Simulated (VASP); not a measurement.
# MgI2 (P-3m1) in VASP: single point with PBE-based global hybrid with 10 % exact exchange

Aim: the single point of MgI2 with PBE-based global hybrid with 10 % exact exchange.

All numbers are computed with VASP 6.6.1; they aren't measurements. Logs are shortened: lines on timing, memory, paths and dates and some standing lists are left out, and cuts for length are marked.

### 1 The cell of the first run

The structure is trigonal, space group P-3m1 (No. 164). Conventional cell: a = 4.157 Å, b = 4.157 Å, c = 6.873 Å, α = 90.00°, β = 90.00°, γ = 120.00°. Within 3.8 Å of Mg (site symmetry -3m) lie 6 I at 2.92 Å. Within 3.8 Å of I (site symmetry 3m) lie 3 Mg at 2.92 Å.

### 2 Single point, PBE-based global hybrid with 10 % exact exchange

File POSCAR:

```
MgI2
1.0
    4.1572130612      0.0000000000      0.0000000000
   -2.0786065306      3.6002521199      0.0000000000
    0.0000000000      0.0000000000      6.8733253065
Mg I
1 2
Direct
    0.0000000000      0.0000000000      0.0000000000
    0.3333333333      0.6666666667      0.2426220900
    0.6666666667      0.3333333333      0.7573779100
```

File INCAR.step1:

```
SYSTEM = MgI2
PREC     = Accurate       ! precision mode
ENCUT    = 520            ! plane-wave cutoff, eV
EDIFF    = 1E-5           ! SCF threshold, eV
ISMEAR   = 0              ! smearing method
SIGMA    = 0.01           ! smearing width, eV
LREAL    = .FALSE.        ! projectors in reciprocal space
LASPH    = .TRUE.         ! aspherical terms in the spheres
NELM     = 80             ! most SCF steps
ALGO     = Normal         ! electronic algorithm
ISIF     = 2              ! what is computed and relaxed
LWAVE    = .TRUE.         ! write WAVECAR
LCHARG   = .FALSE.        ! write CHGCAR
NBANDS   = 15             ! bands
GGA      = PE             ! functional
```

File INCAR.step2:

```
SYSTEM = MgI2
PREC     = Accurate       ! precision mode
ENCUT    = 520            ! plane-wave cutoff, eV
EDIFF    = 1E-6           ! SCF threshold, eV
ISMEAR   = 0              ! smearing method
SIGMA    = 0.01           ! smearing width, eV
LREAL    = .FALSE.        ! projectors in reciprocal space
LASPH    = .TRUE.         ! aspherical terms in the spheres
NELM     = 80             ! most SCF steps
ALGO     = Normal         ! electronic algorithm
ISIF     = 2              ! what is computed and relaxed
LWAVE    = .FALSE.        ! write WAVECAR
LCHARG   = .FALSE.        ! write CHGCAR
GGA      = PE             ! functional
LHFCALC  = .TRUE.         ! exact exchange
AEXX     = 0.1            ! exact-exchange fraction
PRECFOCK = Normal       
NBANDS   = 15             ! bands
ISTART   = 1
```

File KPOINTS:

```
Automatic mesh
0
G
  6 6 2
  0 0 0
```

Potentials or basis: VASP PAW PBE potentials, release 64 (Mg, I).

Started as:

```sh
> cat potpaw_PBE.64/Mg/POTCAR potpaw_PBE.64/I/POTCAR > POTCAR
> cp INCAR.step1 INCAR
> mpirun -np 1 vasp_std > vasp.out
> cp INCAR.step2 INCAR
> mpirun -np 1 vasp_std > vasp.out
```

OUTCAR:

```text
SYSTEM = MgI2
   PREC = Accurate
   ENCUT = 520
   EDIFF = 1E-6
   ISMEAR = 0
   LREAL = .FALSE.
   LASPH = .TRUE.
   NELM = 80
   ISIF = 2
   GGA = PE
   LHFCALC = .TRUE.
   AEXX = 0.1
   PRECFOCK = Normal
   ISTART = 1

 ion  position               nearest neighbor table
   1  0.000  0.000  0.000-   2 2.92   3 2.92   2 2.92   3 2.92   3 2.92   2 2.92
   2  0.333  0.667  0.243-   1 2.92   1 2.92   1 2.92
   3  0.667  0.333  0.757-   1 2.92   1 2.92   1 2.92

  LATTYP: Found a hexagonal cell.
 ALAT       =     4.1572130612
 C/A-ratio  =     1.6533493004

  Lattice vectors:

 A1 = (   4.1572130612,   0.0000000000,   0.0000000000)
 A2 = (  -2.0786065306,   3.6002521199,   0.0000000000)
 A3 = (   0.0000000000,   0.0000000000,   6.8733253065)

Analysis of symmetry for initial positions (statically):
=====================================================================
 Subroutine PRICEL returns:
 Original cell was already a primitive cell.

 Routine SETGRP: Setting up the symmetry group for a
 hexagonal supercell.

 Subroutine GETGRP returns: Found 12 space group operations
 (whereof 12 operations were pure point group operations)
 out of a pool of 24 trial point group operations.

The static configuration has the point symmetry D_3d.

Analysis of symmetry for dynamics (positions and initial velocities):
=====================================================================
 Subroutine PRICEL returns:
 Original cell was already a primitive cell.

 Routine SETGRP: Setting up the symmetry group for a
 hexagonal supercell.

 Subroutine GETGRP returns: Found 12 space group operations
 (whereof 12 operations were pure point group operations)
 out of a pool of 24 trial point group operations.

The dynamic configuration has the point symmetry D_3d.

 Subroutine INISYM returns: Found 12 space group operations
 (whereof 12 operations are pure point group operations),
 and found     1 'primitive' translations

----------------------------------------------------------------------------------------

                                     Primitive cell

  volume of cell :     102.8732

  direct lattice vectors                    reciprocal lattice vectors
     4.157213061  0.000000000  0.000000000     0.240545766  0.138879163  0.000000000
    -2.078606531  3.600252120  0.000000000     0.000000000  0.277758325  0.000000000
     0.000000000  0.000000000  6.873325306     0.000000000  0.000000000  0.145489986

  length of vectors
     4.157213061  4.157213061  6.873325306     0.277758325  0.277758325  0.145489986

  position of ions in fractional coordinates (direct lattice)
     0.000000000  0.000000000  0.000000000
     0.333333333  0.666666667  0.242622090
     0.666666667  0.333333333  0.757377910

  ion indices of the primitive-cell ions
   primitive index   ion index
                 1           1
                 2           2
                 3           3

----------------------------------------------------------------------------------------

 KPOINTS: Automatic mesh

Automatic generation of k-mesh.
 Grid dimensions read from file:
 generate k-points for:    6    6    2

 Generating k-lattice:

  Cartesian coordinates                     Fractional coordinates (reciprocal lattice)
     0.040090961  0.023146527  0.000000000     0.166666667  0.000000000  0.000000000
     0.000000000  0.046293054  0.000000000     0.000000000  0.166666667  0.000000000
     0.000000000  0.000000000  0.072744993     0.000000000  0.000000000  0.500000000

  Length of vectors
     0.046293054  0.046293054  0.072744993

  Shift w.r.t. Gamma in fractional coordinates (k-lattice)
     0.000000000  0.000000000  0.000000000

 Subroutine IBZKPT returns following result:
 ===========================================

 Found     14 irreducible k-points:

 Following reciprocal coordinates:
            Coordinates               Weight
  0.000000  0.000000  0.000000      1.000000
  0.166667 -0.000000  0.000000      6.000000
  0.333333 -0.000000  0.000000      6.000000
  0.500000 -0.000000  0.000000      3.000000
  0.166667  0.166667  0.000000      6.000000
  0.333333  0.166667  0.000000     12.000000
  0.333333  0.333333  0.000000      2.000000
  0.000000  0.000000  0.500000      1.000000
  0.166667 -0.000000  0.500000      6.000000
  0.333333 -0.000000  0.500000      6.000000
  0.500000 -0.000000  0.500000      3.000000
  0.166667  0.166667  0.500000      6.000000
  0.333333  0.166667  0.500000     12.000000
  0.333333  0.333333  0.500000      2.000000
   k-points           NKPTS =     14   k-points in BZ     NKDIM =     72   number of bands    NBANDS=     15
   number of dos      NEDOS =    301   number of ions     NIONS =      3
   total plane-waves  NPLWV =  55296
   dimension x,y,z NGX =    32 NGY =   32 NGZ =   54
   dimension x,y,z NGXF=    64 NGYF=   64 NGZF=  108
   ions per type =               1   2
   NGX,Y,Z   is equivalent  to a cutoff of  12.80, 12.80, 13.06 a.u.
   NGXF,Y,Z  is equivalent  to a cutoff of  25.59, 25.59, 26.12 a.u.
 SYSTEM =  MgI2
   PREC   = accura    normal or accurate (medium, high low for compatibility)
   ISTART =      1    job   : 0-new  1-cont  2-samecut
   ICHARG =      0    charge: 1-file 2-atom 10-const
   ISPIN  =      1    spin polarized calculation?
   LNONCOLLINEAR =      F non collinear calculations
   LSORBIT =      F    spin-orbit coupling
   LASPH  =      T    aspherical Exc in radial PAW
   ENCUT  =  520.0 eV  38.22 Ry    6.18 a.u.   7.73  7.73 12.78*2*pi/ulx,y,z
   NELM   =     80;   NELMIN=  2; NELMDL=  0     # of ELM steps
   EDIFF  = 0.1E-05   stopping-criterion for ELM
   LREAL  =      F    real-space projection
   EDIFFG = 0.1E-04   stopping-criterion for IOM
   NSW    =      0    number of steps for IOM
   IBRION =     -1    ionic relax: 0-MD 1-quasi-New 2-CG
   NFREE  =      0    steps in history (QN), initial steepest desc. (CG)
   ISIF   =      2    stress and relaxation
   ISYM   =      3    0-nonsym 1-usesym 2-fastsym
   POTIM  = 0.5000    time-step for ionic-motion
   TEBEG  =    0.0;   TEEND  =   0.0 temperature during run
   PSTRESS=    0.0 pullay stress
   NELECT =      16.0000    total number of electrons
   NUPDOWN=      -1.0000    fix difference up-down
   EMIN   =  10.00;   EMAX   =-10.00  energy-range for DOS
   EFERMI =   0.00;   METHOD = LEGACY
   ISMEAR =     0;   SIGMA  =   0.01  broadening in eV -4-tet -1-fermi 0-gaus
   EFERMI_NEDOS =   21; number of points for ismear=-14 and -15
   IALGO  =     38    algorithm
   IMIX   =      1    mixing-type and parameters
     AMIX     =   0.40;   BMIX     =  1.00
     AMIX_MAG =   1.60;   BMIX_MAG =  1.00
  volume/ion in A,a.u.               =      34.29       231.41
  Fermi-wavevector in a.u.,A,eV,Ry     =   0.880402  1.663718 10.545969  0.775107
  Thomas-Fermi vector in A             =   2.000757
   LORBIT       =      0    0 simple, 1 ext, 2 COOP (PROOUT), +10 PAW based schemes
   GGA     = PE    functional components
   LHFCALC =     T    Hartree Fock is set to
   PRECFOCK=normal    Normal, Fast or Accurate (Low or Medium for compatibility)
   ENCUT4O =  -1.0   cutoff for four orbital integrals eV
   NKREDX  =     1    reduce k-point grid by
   NKREDY  =     1    reduce k-point grid by
   NKREDZ  =     1    reduce k-point grid by
   AEXX    =    0.1000 exact exchange contribution
   HFSCREEN=    0.0000 screening length (either q_TF or 0.3 A-1)
   HFSCREENC=   0.0000 screening length for correlation (either q_TF or 0.3 A-1)
   ENCUTFOCK=  -1.0 apply spherical cutoff to Coloumb kernel
   IVDW    =     0    specifies the selected vdW correction
   LEPSILON=     F    determine dielectric tensor
   LRPA    =     F    only Hartree local field effects (RPA)
 non-spin polarized calculation
 Gauss-broadening in eV      SIGMA  =   0.01
  energy-cutoff  :      520.00
  volume of cell :      102.87
 maximum number of plane-waves:      2814
 NGX is ok and might be reduce to    32
  NGX = 24; NGY = 24; NGZ = 40

 number of electron      16.0000001 magnetization

 Free energy of the ion-electron system (eV)
  ---------------------------------------------------
  ext. energy  EPLUGINS =         0.00000000
  ---------------------------------------------------
  free energy    TOTEN  =        -8.55134182 eV

  energy without entropy =       -8.55134182  energy(sigma->0) =       -8.55134182

 E-fermi :   1.9726     XC(G=0):  -7.5179

 val. band max:        1.8729981580   @ k =   0.0000   0.0000   0.0000
 cond. band min:       6.0598655064   @ k =   0.5000  -0.0000   0.5000
 fundamental gap:      4.1868673484
 Fermi energy:         1.9726278427

 k-point     1 :       0.0000    0.0000    0.0000
  band No.  band energies     occupation
      1     -10.6426      2.00000
      2      -9.8977      2.00000
      3      -1.7974      2.00000
      4       1.4029      2.00000
      5       1.4029      2.00000
      6       1.7970      2.00000
      7       1.7970      2.00000
      8       1.8730      2.00000
      9       6.2180      0.00000
     10       7.2937      0.00000
     11       9.2808      0.00000
     12       9.2808      0.00000
     13      10.0646      0.00000
     14      10.7449      0.00000
     15      10.7449      0.00000

 k-point     2 :       0.1667   -0.0000    0.0000
  band No.  band energies     occupation
      1     -10.4952      2.00000
      2      -9.8231      2.00000
      3      -1.5944      2.00000
      4       0.3852      2.00000
      5       0.9242      2.00000
      6       1.0819      2.00000
      7       1.7400      2.00000
      8       1.7702      2.00000
      9       7.1099      0.00000
     10       7.9407      0.00000
     11       8.7643      0.00000
     12       9.6580      0.00000
     13       9.7801      0.00000
     14      10.5914      0.00000
     15      11.1425      0.00000

 k-point     3 :       0.3333   -0.0000    0.0000
  band No.  band energies     occupation
      1     -10.1429      2.00000
      2      -9.6926      2.00000
      3      -1.4107      2.00000
      4      -0.8202      2.00000
      5      -0.1512      2.00000
      6       0.6246      2.00000
      7       1.3781      2.00000
      8       1.5208      2.00000
      9       6.5853      0.00000
     10       8.0107      0.00000
     11       8.4698      0.00000
     12       9.6816      0.00000
     13      10.2036      0.00000
     14      11.3309      0.00000
     15      11.6793      0.00000
[... 163 lines left out ...]
 k-point    13 :       0.3333    0.1667    0.5000
  band No.  band energies     occupation
      1      -9.8463      2.00000
      2      -9.7272      2.00000
      3      -1.6833      2.00000
      4      -1.1997      2.00000
      5      -0.1348      2.00000
      6       0.2726      2.00000
      7       1.1402      2.00000
      8       1.2720      2.00000
      9       6.8290      0.00000
     10       8.1338      0.00000
     11       8.8149      0.00000
     12       9.4672      0.00000
     13       9.7003      0.00000
     14      10.8718      0.00000
     15      11.8280      0.00000

 k-point    14 :       0.3333    0.3333    0.5000
  band No.  band energies     occupation
      1      -9.7153      2.00000
      2      -9.7153      2.00000
      3      -1.4055      2.00000
      4      -0.9981      2.00000
      5      -0.9981      2.00000
      6      -0.4197      2.00000
      7       1.3052      2.00000
      8       1.3052      2.00000
      9       7.3770      0.00000
     10       8.3233      0.00000
     11       8.3233      0.00000
     12       9.9179      0.00000
     13      10.9261      0.00000
     14      11.1873      0.00000
     15      11.4117      0.00000

------------------------ aborting loop because EDIFF is reached ----------------------------------------

  FORCE on cell =-STRESS in cart. coord.  units (eV):
  Direction    XX          YY          ZZ          XY          YZ          ZX
  --------------------------------------------------------------------------------------
  -------------------------------------------------------------------------------------
  Total        0.4274692      0.4274692      0.5606954     -0.0000000      0.0000000      0.0000000
  in kB        6.6575333      6.6575333      8.7324369     -0.0000000      0.0000000      0.0000000
  external PRESSURE =       7.3491678 kB  Pullay stress =       0.0000000 kB

 VOLUME and BASIS-vectors are now :
 -----------------------------------------------------------------------------
  energy-cutoff  :      520.00
  volume of cell :      102.87
      direct lattice vectors                 reciprocal lattice vectors
     4.157213061  0.000000000  0.000000000     0.240545766  0.138879163  0.000000000
    -2.078606531  3.600252120  0.000000000     0.000000000  0.277758325  0.000000000
     0.000000000  0.000000000  6.873325306     0.000000000  0.000000000  0.145489986

 POSITION                                       TOTAL-FORCE (eV/Angst)
 -----------------------------------------------------------------------------------
      0.00000      0.00000      0.00000        -0.000000      0.000000      0.000000
     -0.00000      2.40017      1.66762         0.000000      0.000000     -0.046808
      2.07861      1.20008      5.20570        -0.000000      0.000000      0.046808
 -----------------------------------------------------------------------------------
    total drift:                                0.000000     -0.000000      0.000000

  FREE ENERGIE OF THE ION-ELECTRON SYSTEM (eV)
  ---------------------------------------------------
  free  energy   TOTEN  =        -8.5513418229 eV

  energy  without entropy=       -8.5513418229  energy(sigma->0) =       -8.55134182
```

Wall time 16 min (1 thread of Intel Xeon Platinum 8375C at 2.90GHz (Ice Lake), shared host); peak memory 0.26 GiB.

Results:

* Free energy: -8.5513 eV
* Pressure: 0.7 GPa
* Largest force: 0.047 eV/Å
* Band gap on the k mesh: 4.19 eV (least direct gap 4.34 eV)

Forces in eV/Å, atoms in the order of the input:
```
Mg   0.000  0.000  0.000
I    0.000  0.000 -0.047
I    0.000  0.000  0.047
```

Caveat: the k points lie up to 0.46 Å⁻¹ apart; the PAW data sets were made with another functional, which shifts forces and pressure a little; spin-orbit coupling is left out, which moves the levels of the heavy elements.
